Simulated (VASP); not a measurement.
# KSO3F (Pnma) in VASP: electric field gradients with PBE

Aim: the electric field gradients of KSO3F with PBE.

All numbers are computed with VASP 6.6.1; they aren't measurements. Logs are shortened: lines on timing, memory, paths and dates and some standing lists are left out, and cuts for length are marked.

## 1. The cell of the first run

The structure is orthorhombic, space group Pnma (No. 62). Conventional cell: a = 8.823 Å, b = 6.041 Å, c = 7.556 Å, α = 90.00°, β = 90.00°, γ = 90.00°. K (site symmetry m) has 10 O at 2.86 to 3.95 Å and 3 F at 3.00 to 3.31 Å and 5 S at 3.63 to 3.84 Å within 4.0 Å. S (site symmetry m) has 3 O at 1.44 to 1.45 Å and 1 F at 1.66 Å within 1.9 Å. O (site symmetry 1) has 1 S at 1.45 Å within 1.9 Å. Within 1.9 Å of O (site symmetry m) lie 1 S at 1.44 Å. F (site symmetry m) has 1 S at 1.66 Å within 2.2 Å.

## 2. Electric field gradients, PBE

INCAR reads:

```
PREC = Accurate ; ENCUT = 910
EDIFF = 1E-8 ; ISMEAR = -1
SIGMA = 0.02 ; LREAL = Auto
LASPH = True ; NELM = 120
ALGO = Normal ; ISIF = 2
LWAVE = False ; LCHARG = False
GGA = PE ; LEFG = True
NBANDS = 98 ; GGA_COMPAT = False
```

KPOINTS reads:

```
regular mesh
0
Gamma
  3 4 3
```

POSCAR reads:

```
KSO3F
1.0
    8.8225220000      0.0000000000      0.0000000000
    0.0000000000      6.0408110000      0.0000000000
    0.0000000000      0.0000000000      7.5560560000
K S O F
4 4 12 4
Direct
    0.6774800000      0.2500000000      0.3416190000
    0.1774800000      0.2500000000      0.1583810000
    0.3225200000      0.7500000000      0.6583810000
    0.8225200000      0.7500000000      0.8416190000
    0.5556980000      0.2500000000      0.8004730000
    0.0556980000      0.2500000000      0.6995270000
    0.4443020000      0.7500000000      0.1995270000
    0.9443020000      0.7500000000      0.3004730000
    0.5838040000      0.0471980000      0.7021680000
    0.0838040000      0.4528020000      0.7978320000
    0.4161960000      0.5471980000      0.2978320000
    0.9161960000      0.9528020000      0.2021680000
    0.4161960000      0.9528020000      0.2978320000
    0.9161960000      0.5471980000      0.2021680000
    0.5838040000      0.4528020000      0.7021680000
    0.0838040000      0.0471980000      0.7978320000
    0.4228620000      0.2500000000      0.9120230000
    0.9228620000      0.2500000000      0.5879770000
    0.5771380000      0.7500000000      0.0879770000
    0.0771380000      0.7500000000      0.4120230000
    0.6968950000      0.2500000000      0.9458030000
    0.1968950000      0.2500000000      0.5541970000
    0.3031050000      0.7500000000      0.0541970000
    0.8031050000      0.7500000000      0.4458030000
```

Potentials or basis: VASP PAW PBE potentials, release 64 (K_sv, S, O_h, F_h).

Launch:

```bash
$ cat potpaw_PBE.64/K_sv/POTCAR potpaw_PBE.64/S/POTCAR potpaw_PBE.64/O_h/POTCAR potpaw_PBE.64/F_h/POTCAR > POTCAR
$ mpirun -np 1 vasp_std > vasp.out
```

OUTCAR:

```text
PREC = Accurate
   ENCUT = 910
   EDIFF = 1E-8
   ISMEAR = -1
   LREAL = Auto
   LASPH = True
   NELM = 120
   ISIF = 2
   GGA = PE

 ion  position               nearest neighbor table
   1  0.677  0.250  0.342-
   2  0.177  0.250  0.158-
   3  0.323  0.750  0.658-
   4  0.823  0.750  0.842-
   5  0.556  0.250  0.800-  17 1.44  15 1.45   9 1.45  21 1.66
   6  0.056  0.250  0.700-  18 1.44  16 1.45  10 1.45  22 1.66
   7  0.444  0.750  0.200-  19 1.44  13 1.45  11 1.45  23 1.66
   8  0.944  0.750  0.300-  20 1.44  14 1.45  12 1.45  24 1.66
   9  0.584  0.047  0.702-   5 1.45
  10  0.084  0.453  0.798-   6 1.45
  11  0.416  0.547  0.298-   7 1.45
  12  0.916  0.953  0.202-   8 1.45
  13  0.416  0.953  0.298-   7 1.45
  14  0.916  0.547  0.202-   8 1.45
[... 8 lines left out ...]
  23  0.303  0.750  0.054-   7 1.66
  24  0.803  0.750  0.446-   8 1.66

  LATTYP: Found a simple orthorhombic cell.
 ALAT       =     6.0408110000
 B/A-ratio  =     1.2508346975
 C/A-ratio  =     1.4604863486

  Lattice vectors:

 A1 = (   0.0000000000,   6.0408110000,   0.0000000000)
 A2 = (   0.0000000000,   0.0000000000,   7.5560560000)
 A3 = (   8.8225220000,   0.0000000000,   0.0000000000)

Analysis of symmetry for initial positions (statically):
=====================================================================
 Subroutine PRICEL returns:
 Original cell was already a primitive cell.

 Routine SETGRP: Setting up the symmetry group for a
 simple orthorhombic supercell.

 Subroutine GETGRP returns: Found  8 space group operations
 (whereof  2 operations were pure point group operations)
 out of a pool of  8 trial point group operations.

The static configuration has the point symmetry S_2 .
 The point group associated with its full space group is D_2h.

Analysis of symmetry for dynamics (positions and initial velocities):
=====================================================================
 Subroutine PRICEL returns:
 Original cell was already a primitive cell.

 Routine SETGRP: Setting up the symmetry group for a
 simple orthorhombic supercell.

 Subroutine GETGRP returns: Found  8 space group operations
 (whereof  2 operations were pure point group operations)
[... 1329 lines left out ...]

------------------------ aborting loop because EDIFF is reached ----------------------------------------

  FORCE on cell =-STRESS in cart. coord.  units (eV):
  Direction    XX          YY          ZZ          XY          YZ          ZX
  --------------------------------------------------------------------------------------
  -------------------------------------------------------------------------------------
  Total       -2.4644362     -1.4267575     -2.2378433      0.0000000      0.0000000      0.0000000
  in kB       -9.8049411     -5.6764599     -8.9034248      0.0000000      0.0000000      0.0000000
  external PRESSURE =      -8.1282753 kB  Pullay stress =       0.0000000 kB

 VOLUME and BASIS-vectors are now :
 -----------------------------------------------------------------------------
  energy-cutoff  :      910.00
  volume of cell :      402.70
      direct lattice vectors                 reciprocal lattice vectors
     8.822522000  0.000000000  0.000000000     0.113346274  0.000000000  0.000000000
     0.000000000  6.040811000  0.000000000     0.000000000  0.165540687  0.000000000
     0.000000000  0.000000000  7.556056000     0.000000000  0.000000000  0.132344175

 POSITION                                       TOTAL-FORCE (eV/Angst)
 -----------------------------------------------------------------------------------
      5.97708      1.51020      2.58129         0.031468     -0.000000      0.025952
      1.56582      1.51020      1.19674         0.031468     -0.000000     -0.025952
      2.84544      4.53061      4.97476        -0.031468      0.000000     -0.025952
      7.25670      4.53061      6.35932        -0.031468      0.000000      0.025952
      4.90266      1.51020      6.04842        -0.037120     -0.000000      0.223292
      0.49140      1.51020      5.28567        -0.037120      0.000000     -0.223292
[... 16 lines left out ...]
      2.67415      4.53061      0.40952         0.089514      0.000000      0.132534
      7.08541      4.53061      3.36851         0.089514     -0.000000     -0.132534
 -----------------------------------------------------------------------------------
    total drift:                                0.000000      0.000000      0.000000

  FREE ENERGIE OF THE ION-ELECTRON SYSTEM (eV)
  ---------------------------------------------------
  free  energy   TOTEN  =      -132.5717812504 eV

  energy  without entropy=     -132.5717812504  energy(sigma->0) =     -132.57178125

 Electric field gradients (V/A^2)
---------------------------------------------------------------------
 ion       V_xx      V_yy      V_zz      V_xy      V_xz      V_yz
---------------------------------------------------------------------
   1      -8.132     5.940     2.192    -0.000    -0.938    -0.000
   2      -8.132     5.940     2.192     0.000     0.938     0.000
   3      -8.132     5.940     2.192    -0.000    -0.938     0.000
   4      -8.132     5.940     2.192     0.000     0.938    -0.000
   5      32.202   -47.496    15.293     0.000    76.608    -0.000
   6      32.202   -47.496    15.293     0.000   -76.608    -0.000
[... 16 lines left out ...]
  23      76.177  -113.672    37.495     0.000   168.723     0.000
  24      76.177  -113.672    37.495    -0.000  -168.723     0.000
---------------------------------------------------------------------

 Electric field gradients after diagonalization (V/A^2)
 (convention: |V_zz| > |V_xx| > |V_yy|)
----------------------------------------------------------------------
 ion       V_xx      V_yy      V_zz     asymmetry (V_yy - V_xx)/ V_zz
----------------------------------------------------------------------
   1       5.940     2.277    -8.216       0.446
   2       5.940     2.277    -8.216       0.446
   3       5.940     2.277    -8.216       0.446
   4       5.940     2.277    -8.216       0.446
   5     -53.325   -47.496   100.821       0.058
   6     -53.325   -47.496   100.821       0.058
[... 16 lines left out ...]
  23    -113.672  -112.992   226.664       0.003
  24    -113.672  -112.992   226.664       0.003
----------------------------------------------------------------------

           NMR quadrupolar parameters

 Cq : quadrupolar parameter    Cq=e*Q*V_zz/h
 eta: asymmetry parameters     (V_yy - V_xx)/ V_zz
 Q  : nuclear electric quadrupole moment in mb (millibarn)
----------------------------------------------------------------------
 ion       Cq(MHz)       eta       Q (mb)
----------------------------------------------------------------------
   1      -0.020       0.446       1.000
   2      -0.020       0.446       1.000
   3      -0.020       0.446       1.000
   4      -0.020       0.446       1.000
   5       0.244       0.058       1.000
   6       0.244       0.058       1.000
[... 16 lines left out ...]
  23       0.548       0.003       1.000
  24       0.548       0.003       1.000
----------------------------------------------------------------------
```

It took 19 min on 1 thread of Intel Xeon 6975P-C (Granite Rapids), shared host; peak memory 1.3 GiB.

What came out:

| Item | Value |
| --- | --- |
| Free energy | -132.5718 eV |
| Pressure | -0.8 GPa |
| Largest force | 0.226 eV/Å |
| Band gap on the k mesh | 5.14 eV |
| Largest electric field gradient by atom | K -8.2; S +100.8; O +126.6, +124.5 (each value once); F +226.7 V/Å² |

Forces in eV/Å, atoms in the order of the input:
```
K    0.031  0.000  0.026
K    0.031  0.000 -0.026
K   -0.031  0.000 -0.026
K   -0.031  0.000  0.026
S   -0.037  0.000  0.223
S   -0.037  0.000 -0.223
S    0.037  0.000 -0.223
S    0.037  0.000  0.223
O   -0.013  0.009 -0.025
O   -0.013 -0.009  0.025
O    0.013  0.009  0.025
O    0.013 -0.009 -0.025
O    0.013 -0.009  0.025
O    0.013  0.009 -0.025
O   -0.013 -0.009 -0.025
O   -0.013  0.009  0.025
O    0.081  0.000 -0.070
O    0.081  0.000  0.070
O   -0.081  0.000  0.070
O   -0.081  0.000 -0.070
F   -0.090  0.000 -0.133
F   -0.090  0.000  0.133
F    0.090  0.000  0.133
F    0.090  0.000 -0.133
```

Electric field gradients, principal values (V/Å²):
```tsv
atom	least	middle	greatest (by size)
1 K	2.277	5.940	-8.216
2 K	2.277	5.940	-8.216
3 K	2.277	5.940	-8.216
4 K	2.277	5.940	-8.216
5 S	-47.496	-53.325	100.821
6 S	-47.496	-53.325	100.821
7 S	-47.496	-53.325	100.821
8 S	-47.496	-53.325	100.821
9 O	-43.566	-83.073	126.640
10 O	-43.566	-83.073	126.640
11 O	-43.566	-83.073	126.640
12 O	-43.566	-83.073	126.640
13 O	-43.566	-83.073	126.640
14 O	-43.566	-83.073	126.640
15 O	-43.566	-83.073	126.640
16 O	-43.566	-83.073	126.640
17 O	-41.860	-82.635	124.495
18 O	-41.860	-82.635	124.495
19 O	-41.860	-82.635	124.495
20 O	-41.860	-82.635	124.495
21 F	-112.992	-113.672	226.664
22 F	-112.992	-113.672	226.664
23 F	-112.992	-113.672	226.664
24 F	-112.992	-113.672	226.664
```

Caveat: the cutoff is under 1.25 times the usual one of these potentials, so pressure, stress and relaxed cells hold a basis-set (Pulay) error; without QUAD_EFG the Cq values of the log hold for a quadrupole moment of 1 mb, not for the nuclei; an odd mesh through Γ misses points on the zone boundary, where band edges can lie.
